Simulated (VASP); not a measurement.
Write the native input for VASP 6.6.1 that does the following.

```
Task                   : single point
Functional             : PBE
Potentials or basis    : VASP PAW PBE potentials, release 64 (Sb)
Cutoff                 : 520 eV
k mesh                 : 12 × 12 × 12
Occupations            : gaussian, width 0.05 eV
Spin                   : non-collinear spin, zero start, spin-orbit coupling
Starting moments       : [[0.0, 0.0, 0.0]] μB
Dipole correction      : no
Further INCAR settings : ALGO = Normal; EDIFF = 1e-06; NBANDS = 16
```

The structure of Sb lies in POSCAR:

```
Sb
1.0
    3.1600000000      0.0000000000      0.0000000000
    0.0000000000      3.1600000000      0.0000000000
    0.0000000000      0.0000000000      3.1600000000
Sb
1
Direct
    0.0000000000      0.0000000000      0.0000000000
```

One way to write it, as run:

INCAR

```
SYSTEM = Sb
PREC = Accurate ; ENCUT = 520
EDIFF = 1E-6 ; ISMEAR = 0
SIGMA = 0.05 ; LREAL = .False.
LASPH = .True. ; NELM = 150
ALGO = Normal ; ISIF = 2
LWAVE = .False. ; LCHARG = .False.
LNONCOLLINEAR = .True. ; MAGMOM = 0 0 0
LORBIT = 11 ; LSORBIT = .True.
GGA_COMPAT = .False. ; LORBMOM = .True.
GGA = PE ; NBANDS = 16
```

KPOINTS

```
regular mesh
0
Gamma
  12 12 12
  0 0 0
```

Potentials or basis: VASP PAW PBE potentials, release 64 (Sb).

Command:

```console
$ cat potpaw_PBE.64/Sb/POTCAR > POTCAR
$ mpirun -np 1 vasp_ncl > vasp.out
```

It gave:

The pressure is -2.2 GPa. The net moment is 0.00 μB per cell and the valence electrons inside the program's atomic spheres are Sb 2.35.

It took 98 s on 1 thread of Intel Xeon 8259CL (shared host), peak memory 0.23 GiB.
